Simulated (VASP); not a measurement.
# Se (Cmcm) in VASP: notebook

Se is run at these levels: PBE; tasks: single point.

Program: VASP 6.6.1. These are calculated values, not measurements. Logs are shortened: lines on timing, memory, paths and dates and some standing lists are left out, and cuts for length are marked.

**1. The cell of the first run**

Symmetry: Cmcm, No. 63, orthorhombic system. The conventional cell has a = 2.733 Å, b = 8.240 Å, c = 4.613 Å, α = 90.00°, β = 90.00°, γ = 90.00°. Within 3.4 Å of Se (site symmetry m2m) lie 4 Se at 2.54 to 2.73 Å.

**2. Single point, PBE (strain -0.0200 x Voigt [1, -1, 0, 0, 0, 0])**

INCAR

```
SYSTEM = Se
ALGO = Normal ; EDIFF = 1E-6
ENCUT = 520 ; GGA = PE
ISIF = 2 ; ISMEAR = 0
LASPH = .True. ; LCHARG = .True.
LELF = .True. ; LREAL = .False.
LVHAR = .True. ; LWAVE = .False.
NBANDS = 13 ; NELM = 100
PREC = Accurate ; SIGMA = 0.15
```

KPOINTS

```
k-points
0
Gamma
  18 18 10
  0 0 0
```

POSCAR

```
Se
1.0
    1.3663840414     -4.1197828203      0.0000000000
    1.3663840414      4.1197828203      0.0000000000
    0.0000000000      0.0000000000      4.6134314000
Se
2
Direct
    0.9356553200      0.0643446800      0.2500000000
    0.0643446800      0.9356553200      0.7500000000
```

Potentials or basis: VASP PAW PBE potentials, release 64 (Se).

Started as:

```bash
$ cat potpaw_PBE.64/Se/POTCAR > POTCAR
$ mpirun -np 1 vasp_std > vasp.out
```

OUTCAR:

```text
SYSTEM = Se
   EDIFF = 1E-6
   ENCUT = 520
   GGA = PE
   ISIF = 2
   ISMEAR = 0
   LASPH = .True.
   LREAL = .False.
   NELM = 100
   PREC = Accurate

 ion  position               nearest neighbor table
   1  0.936  0.064  0.250-   2 2.54   2 2.54
   2  0.064  0.936  0.750-   1 2.54   1 2.54

  LATTYP: Found a base centered orthorhombic cell.
 ALAT       =     2.7327680828
 B/A-ratio  =     3.0150987537
 C/A-ratio  =     1.6881898720

  Lattice vectors:

 A1 = (   1.3663840414,  -4.1197828203,   0.0000000000)
 A2 = (   1.3663840414,   4.1197828203,   0.0000000000)
 A3 = (   0.0000000000,   0.0000000000,   4.6134314000)

Analysis of symmetry for initial positions (statically):
=====================================================================
 Subroutine PRICEL returns:
 Original cell was already a primitive cell.

 Routine SETGRP: Setting up the symmetry group for a
 base centered orthorhombic supercell.

 Subroutine GETGRP returns: Found  8 space group operations
 (whereof  4 operations were pure point group operations)
 out of a pool of  8 trial point group operations.

The static configuration has the point symmetry C_2h.
 The point group associated with its full space group is D_2h.

Analysis of symmetry for dynamics (positions and initial velocities):
=====================================================================
 Subroutine PRICEL returns:
 Original cell was already a primitive cell.

 Routine SETGRP: Setting up the symmetry group for a
 base centered orthorhombic supercell.

 Subroutine GETGRP returns: Found  8 space group operations
 (whereof  4 operations were pure point group operations)
 out of a pool of  8 trial point group operations.

The dynamic configuration has the point symmetry C_2h.
 The point group associated with its full space group is D_2h.

 Subroutine INISYM returns: Found  8 space group operations
 (whereof  4 operations are pure point group operations),
 and found     1 'primitive' translations

----------------------------------------------------------------------------------------

                                     Primitive cell

  volume of cell :      51.9399

  direct lattice vectors                    reciprocal lattice vectors
     1.366384041 -4.119782820  0.000000000     0.365929332 -0.121365621  0.000000000
     1.366384041  4.119782820  0.000000000     0.365929332  0.121365621  0.000000000
     0.000000000  0.000000000  4.613431400     0.000000000  0.000000000  0.216758398

  length of vectors
     4.340462629  4.340462629  4.613431400     0.385530661  0.385530661  0.216758398

  position of ions in fractional coordinates (direct lattice)
     0.935655320  0.064344680  0.250000000
[... 92 lines left out ...]
   EFERMI =   0.00;   METHOD = LEGACY
   ISMEAR =     0;   SIGMA  =   0.15  broadening in eV -4-tet -1-fermi 0-gaus
   EFERMI_NEDOS =   21; number of points for ismear=-14 and -15
   IALGO  =     38    algorithm
   IMIX   =      4    mixing-type and parameters
     AMIX     =   0.40;   BMIX     =  1.00
     AMIX_MAG =   1.60;   BMIX_MAG =  1.00
  volume/ion in A,a.u.               =      25.97       175.25
  Fermi-wavevector in a.u.,A,eV,Ry     =   1.004542  1.898310 13.729708  1.009105
  Thomas-Fermi vector in A             =   2.137165
   LORBIT       =      0    0 simple, 1 ext, 2 COOP (PROOUT), +10 PAW based schemes
   GGA     = PE    functional components
   LHFCALC =     F    Hartree Fock is set to
   AEXX    =    0.0000 exact exchange contribution
   IVDW    =     0    specifies the selected vdW correction
   LEPSILON=     F    determine dielectric tensor
   LRPA    =     F    only Hartree local field effects (RPA)
 non-spin polarized calculation
 Gauss-broadening in eV      SIGMA  =   0.15
  energy-cutoff  :      520.00
  volume of cell :       51.94
 maximum number of plane-waves:      1422
   NGX = 17   NGY = 17   NGZ = 17

 number of electron      12.0000001 magnetization

 Free energy of the ion-electron system (eV)
  ---------------------------------------------------
  ext. energy  EPLUGINS =         0.00000000
  ---------------------------------------------------
  free energy    TOTEN  =        -6.67055817 eV

  energy without entropy =       -6.66504210  energy(sigma->0) =       -6.66780013

 E-fermi :   3.3422     XC(G=0):  -9.0727

 val. band max:        3.3320905358   @ k =   0.2222   0.1111   0.3000
 cond. band min:       3.3468844569   @ k =   0.0000   0.0000   0.5000
 fundamental gap:      0.0147939211
 Fermi energy:         3.3421750006

 k-point     1 :       0.0000    0.0000    0.0000
  band No.  band energies     occupation
      1     -12.7788      2.00000
      2      -8.9040      2.00000
      3      -3.3299      2.00000
      4       0.7173      2.00000
      5       0.9286      2.00000
      6       5.3709      0.00000
      7       5.7609      0.00000
      8       8.0931      0.00000
      9       8.5210      0.00000
     10       9.9831      0.00000
     11      12.0101      0.00000
     12      12.6131      0.00000
     13      16.4569      0.00000
[... 354 lines left out ...]
  band No.  band energies     occupation
      1     -12.3009      2.00000
      2      -8.4885      2.00000
      3      -2.8966      2.00000
      4       0.4349      2.00000
      5       1.6854      2.00000
      6       2.5223      2.00000
      7       5.2481      0.00000
      8       5.4148      0.00000
      9       9.2112      0.00000
     10      11.2805      0.00000
     11      12.6815      0.00000
     12      14.3166      0.00000
     13      15.1792      0.00000

 [... further k-points ...]

------------------------ aborting loop because EDIFF is reached ----------------------------------------

  FORCE on cell =-STRESS in cart. coord.  units (eV):
  Direction    XX          YY          ZZ          XY          YZ          ZX
  --------------------------------------------------------------------------------------
  -------------------------------------------------------------------------------------
  Total        1.6536718      0.0406427      0.8945425      0.0000000      0.0000000      0.0000000
  in kB       51.0104009      1.2536962     27.5937287      0.0000000      0.0000000      0.0000000
  external PRESSURE =      26.6192753 kB  Pullay stress =       0.0000000 kB

 VOLUME and BASIS-vectors are now :
 -----------------------------------------------------------------------------
  energy-cutoff  :      520.00
  volume of cell :       51.94
      direct lattice vectors                 reciprocal lattice vectors
     1.366384041 -4.119782820  0.000000000     0.365929332 -0.121365621  0.000000000
     1.366384041  4.119782820  0.000000000     0.365929332  0.121365621  0.000000000
     0.000000000  0.000000000  4.613431400     0.000000000  0.000000000  0.216758398

 POSITION                                       TOTAL-FORCE (eV/Angst)
 -----------------------------------------------------------------------------------
      1.36638     -3.58961      1.15336         0.000000     -0.158460      0.000000
      1.36638      3.58961      3.46007         0.000000      0.158460     -0.000000
 -----------------------------------------------------------------------------------
    total drift:                               -0.000000     -0.000000      0.000000

  FREE ENERGIE OF THE ION-ELECTRON SYSTEM (eV)
  ---------------------------------------------------
  free  energy   TOTEN  =        -6.6705581713 eV

  energy  without entropy=       -6.6650420983  energy(sigma->0) =       -6.66780013
```

Run time: 5.3 min. Hardware: 1 thread of Intel Xeon 8259CL, shared host; peak memory 0.43 GiB.

Results:

| Property | Result |
| --- | --- |
| Free energy | -6.6706 eV |
| Pressure | 2.7 GPa |
| Largest force | 0.158 eV/Å |
| Band gap on the k mesh | zero (bands 6 and 7 overlap by 3.59 eV) |

Forces on the atoms (eV/Å):
```
Se   0.000 -0.158  0.000
Se   0.000  0.158  0.000
```

Stress tensor (GPa, compression positive):
```
5.10 0.00 0.00
0.00 0.13 0.00
0.00 0.00 2.76
```

Caveat: the cell differs from its parent crystal (strain -0.0200 x Voigt [1, -1, 0, 0, 0, 0]).

**3. Single point, PBE (strain +0.0150 x Voigt [1, -1, 0, 0, 0, 0])**

INCAR

```
PREC = Accurate
ENCUT = 520
EDIFF = 1E-6
ISMEAR = 0
SIGMA = 0.15
LREAL = F
LASPH = T
NELM = 60
ALGO = Normal
ISIF = 2
LWAVE = F
LCHARG = F
GGA = PE
NBANDS = 13
```

KPOINTS

```
regular mesh
0
Gamma
  18 18 10
```

POSCAR

```
Se
1.0
    1.4151834714     -3.9784177235      0.0000000000
    1.4151834714      3.9784177235      0.0000000000
    0.0000000000      0.0000000000      4.6134314000
Se
2
Direct
    0.9356553200      0.0643446800      0.2500000000
    0.0643446800      0.9356553200      0.7500000000
```

Potentials or basis: VASP PAW PBE potentials, release 64 (Se).

Started as:

```bash
$ cat potpaw_PBE.64/Se/POTCAR > POTCAR
$ mpirun -np 1 vasp_std > vasp.out
```

Wall time 5.1 min (1 thread of Intel Xeon 8259CL, shared host); peak memory 0.42 GiB.

Results (log left out):

* Free energy: -6.6771 eV
* Pressure: 1.0 GPa
* Largest force: 0.091 eV/Å
* Band gap on the k mesh: zero (bands 6 and 7 overlap by 3.71 eV)

Forces in eV/Å, atoms in the order of the input:
```
Se   0.000  0.091  0.000
Se   0.000 -0.091  0.000
```

Stress tensor (GPa, compression positive):
```
-1.67  0.00  0.00
 0.00  1.57  0.00
 0.00  0.00  2.99
```

Levels at points of the mesh, in eV from the Fermi level:
| k point | band 2 | band 3 | band 4 | band 5 | band 6 | band 7 | band 8 | band 9 | band 10 | band 11 |
| --- | --- | --- | --- | --- | --- | --- | --- | --- | --- | --- |
| (0.00, 0.00, 0.00) | -11.75 | -6.46 | -2.12 | -1.98 | 1.79 | 2.67 | 4.20 | 5.72 | 7.06 | 8.82 |
| (0.50, 0.00, 0.00) | -9.74 | -6.40 | -4.70 | -3.31 | -1.21 | -0.32 | 3.33 | 5.12 | 5.87 | 8.39 |
| (0.50, 0.50, 0.00) | -11.96 | -6.13 | -4.18 | -1.97 | 0.88 | 1.57 | 4.30 | 8.21 | 11.23 | 11.28 |
| (0.00, 0.00, 0.50) | -14.34 | -3.52 | -3.52 | 0.41 | 0.41 | 2.84 | 2.84 | 5.06 | 5.06 | 10.40 |
| (0.50, 0.00, 0.50) | -12.23 | -5.16 | -5.16 | -2.51 | -2.51 | 2.38 | 2.38 | 5.41 | 5.41 | 9.40 |
| (0.50, 0.50, 0.50) | -14.13 | -5.15 | -5.15 | 1.09 | 1.09 | 2.72 | 2.72 | 8.26 | 8.26 | 9.96 |

Caveat: the cell differs from its parent crystal (strain +0.0150 x Voigt [1, -1, 0, 0, 0, 0]).

**4. Single point, PBE (strain -0.0100 x Voigt [1, -1, 0, 0, 0, 0])**

INCAR

```
SYSTEM = Se
PREC = Accurate ; ENCUT = 520
EDIFF = 1E-6 ; ISMEAR = 0
SIGMA = 0.15 ; LREAL = .FALSE.
LASPH = .TRUE. ; NELM = 60
ALGO = Normal ; ISIF = 2
LWAVE = .FALSE. ; LCHARG = .FALSE.
GGA = PE ; NBANDS = 13
```

KPOINTS

```
regular mesh
0
G
  18 18 10
  0 0 0
```

POSCAR

```
Se
1.0
    1.3803267357     -4.0793927926      0.0000000000
    1.3803267357      4.0793927926      0.0000000000
    0.0000000000      0.0000000000      4.6134314000
Se
2
Direct
    0.9356553200      0.0643446800      0.2500000000
    0.0643446800      0.9356553200      0.7500000000
```

Potentials or basis: VASP PAW PBE potentials, release 64 (Se).

Started as:

```bash
$ cat potpaw_PBE.64/Se/POTCAR > POTCAR
$ mpirun -np 1 vasp_std > vasp.out
```

OUTCAR:

```text
SYSTEM = Se
   PREC = Accurate
   ENCUT = 520
   EDIFF = 1E-6
   ISMEAR = 0
   LREAL = .FALSE.
   LASPH = .TRUE.
   NELM = 60
   ISIF = 2
   GGA = PE

 ion  position               nearest neighbor table
   1  0.936  0.064  0.250-   2 2.53   2 2.53
   2  0.064  0.936  0.750-   1 2.53   1 2.53

  LATTYP: Found a base centered orthorhombic cell.
 ALAT       =     2.7606534714
 B/A-ratio  =     2.9553820027
 C/A-ratio  =     1.6711374491

  Lattice vectors:

[... 573 lines left out ...]
------------------------ aborting loop because EDIFF is reached ----------------------------------------

  FORCE on cell =-STRESS in cart. coord.  units (eV):
  Direction    XX          YY          ZZ          XY          YZ          ZX
  --------------------------------------------------------------------------------------
  -------------------------------------------------------------------------------------
  Total        0.9204744      0.1693483      0.9355139      0.0000000      0.0000000      0.0000000
  in kB       28.3851246      5.2222787     28.8489041      0.0000000      0.0000000      0.0000000
  external PRESSURE =      20.8187691 kB  Pullay stress =       0.0000000 kB

 VOLUME and BASIS-vectors are now :
 -----------------------------------------------------------------------------
  energy-cutoff  :      520.00
  volume of cell :       51.96
      direct lattice vectors                 reciprocal lattice vectors
     1.380326736 -4.079392793  0.000000000     0.362233076 -0.122567261  0.000000000
     1.380326736  4.079392793  0.000000000     0.362233076  0.122567261  0.000000000
     0.000000000  0.000000000  4.613431400     0.000000000  0.000000000  0.216758398

 POSITION                                       TOTAL-FORCE (eV/Angst)
 -----------------------------------------------------------------------------------
      1.38033     -3.55442      1.15336         0.000000     -0.093619     -0.000000
      1.38033      3.55442      3.46007         0.000000      0.093619      0.000000
 -----------------------------------------------------------------------------------
    total drift:                                0.000000     -0.000000      0.000000

  FREE ENERGIE OF THE ION-ELECTRON SYSTEM (eV)
  ---------------------------------------------------
  free  energy   TOTEN  =        -6.6825636189 eV

  energy  without entropy=       -6.6775806787  energy(sigma->0) =       -6.68007215
```

OSZICAR:

```text
N       E                     dE             d eps       ncg     rms          rms(c)
DAV:   1     0.467509324365E+02    0.46751E+02   -0.48757E+03 14204   0.764E+02
DAV:   2    -0.392971156059E+01   -0.50681E+02   -0.47777E+02 19503   0.126E+02
DAV:   3    -0.668737345471E+01   -0.27577E+01   -0.27395E+01 17957   0.317E+01
DAV:   4    -0.670532512589E+01   -0.17952E-01   -0.17950E-01 16505   0.304E+00
DAV:   5    -0.670542465356E+01   -0.99528E-04   -0.99526E-04 18191   0.231E-01    0.549E+00
DAV:   6    -0.668795002869E+01    0.17475E-01   -0.13523E-02 17001   0.660E-01    0.333E+00
DAV:   7    -0.668268962984E+01    0.52604E-02   -0.26803E-02 17376   0.958E-01    0.116E-01
DAV:   8    -0.668253600237E+01    0.15363E-03   -0.22374E-03 15576   0.270E-01    0.396E-02
DAV:   9    -0.668255511673E+01   -0.19114E-04   -0.43209E-05 18181   0.424E-02    0.174E-02
DAV:  10    -0.668256314793E+01   -0.80312E-05   -0.59712E-06 16876   0.167E-02    0.299E-03
DAV:  11    -0.668256361891E+01   -0.47098E-06   -0.63065E-07 12503   0.519E-03
   1 F= -.66825636E+01 E0= -.66800721E+01  d E =-.498294E-02
```

It took 4.9 min on 1 thread of Intel Xeon 8259CL, shared host; peak memory 0.42 GiB.

What came out:

* Free energy: -6.6826 eV
* Pressure: 2.1 GPa
* Largest force: 0.094 eV/Å
* Band gap on the k mesh: zero (bands 6 and 7 overlap by 3.77 eV)

Forces on the atoms (eV/Å):
```
Se   0.000 -0.094  0.000
Se   0.000  0.094  0.000
```

Levels at points of the mesh, in eV from the Fermi level:
```csv
k point,band 3,band 4,band 5,band 6,band 7,band 8,band 9,band 10
"(0.00, 0.00, 0.00)",-6.61,-2.49,-2.29,2.21,2.22,4.57,5.33,6.75
"(0.50, 0.00, 0.00)",-6.75,-4.64,-3.76,-1.17,-0.39,3.22,4.87,5.75
"(0.50, 0.50, 0.00)",-6.32,-4.31,-2.22,0.60,2.04,4.67,8.61,10.57
"(0.00, 0.00, 0.50)",-3.89,-3.89,0.12,0.12,3.25,3.25,4.82,4.82
"(0.50, 0.00, 0.50)",-5.53,-5.53,-2.56,-2.56,2.36,2.36,5.26,5.26
"(0.50, 0.50, 0.50)",-5.35,-5.35,0.85,0.85,3.16,3.16,7.85,7.85
```

Caveat: the cell differs from its parent crystal (strain -0.0100 x Voigt [1, -1, 0, 0, 0, 0]).

**5. Single point, PBE (strain +0.0050 x Voigt [1, -1, 0, 0, 0, 0])**

INCAR

```
PREC = Accurate ; ENCUT = 520
EDIFF = 1E-6 ; ISMEAR = 0
SIGMA = 0.15 ; LREAL = F
LASPH = T ; NELM = 60
ALGO = Normal ; ISIF = 2
LWAVE = F ; LCHARG = F
GGA = PE ; NBANDS = 13
```

KPOINTS

```
regular mesh
0
Gamma
  18 18 10
```

POSCAR

```
Se
1.0
    1.4012407772     -4.0188077512      0.0000000000
    1.4012407772      4.0188077512      0.0000000000
    0.0000000000      0.0000000000      4.6134314000
Se
2
Direct
    0.9356553200      0.0643446800      0.2500000000
    0.0643446800      0.9356553200      0.7500000000
```

Started as:

```bash
$ cat potpaw_PBE.64/Se/POTCAR > POTCAR
$ mpirun -np 1 vasp_std > vasp.out
```

Run time: 5.8 min. Hardware: 1 thread of Intel Xeon 8259CL, shared host; peak memory 0.42 GiB.

It converged, with:

| Quantity | Value |
| --- | --- |
| Free energy | -6.6847 eV |
| Pressure | 1.4 GPa |
| Largest force | 0.016 eV/Å |
| Band gap on the k mesh | zero (bands 6 and 7 overlap by 3.78 eV) |

Forces on the atoms (eV/Å):
```
Se   0.000  0.016  0.000
Se   0.000 -0.016  0.000
```

Stress tensor (GPa, compression positive):
```
-0.19  0.00  0.00
 0.00  1.15  0.00
 0.00  0.00  3.10
```

Levels at points of the mesh, in eV from the Fermi level:
```
           k point  band 3  band 4  band 5  band 6  band 7  band 8  band 9  band 10
(0.00, 0.00, 0.00)   -6.52   -2.27   -2.10    1.95    2.48    4.34    5.56     6.94
(0.50, 0.00, 0.00)   -6.54   -4.68   -3.49   -1.20   -0.35    3.28    5.02     5.82
(0.50, 0.50, 0.00)   -6.21   -4.23   -2.07    0.77    1.75    4.44    8.36    10.96
(0.00, 0.00, 0.50)   -3.67   -3.67    0.30    0.30    2.99    2.99    4.96     4.96
(0.50, 0.00, 0.50)   -5.30   -5.30   -2.54   -2.54    2.37    2.37    5.35     5.35
(0.50, 0.50, 0.50)   -5.23   -5.23    0.99    0.99    2.88    2.88    8.10     8.10
```

Caveat: the cell differs from its parent crystal (strain +0.0050 x Voigt [1, -1, 0, 0, 0, 0]).

**6. Overview**

| cell | gap on the mesh (eV) | pressure (GPa) | largest force (eV/Å) |
| --- | --- | --- | --- |
| a = 4.340, b = 4.340, c = 4.613 Å, angles 90.0, 90.0, 143.3°, 2 atoms | none | 2.7 | 0.16 |
| a = 4.223, b = 4.223, c = 4.613 Å, angles 90.0, 90.0, 140.8°, 2 atoms | none | 1.0 | 0.09 |
| a = 4.307, b = 4.307, c = 4.613 Å, angles 90.0, 90.0, 142.6°, 2 atoms | none | 2.1 | 0.09 |
| a = 4.256, b = 4.256, c = 4.613 Å, angles 90.0, 90.0, 141.6°, 2 atoms | none | 1.4 | 0.02 |

Alike in all rows: task single point; level PBE; potentials or basis VASP PAW PBE potentials, release 64 (Se); no spin polarisation; k mesh 18 × 18 × 10; cutoff (eV) 520; smearing gaussian 0.15 eV.

Absolute energies hang on the potentials; compare differences alone.
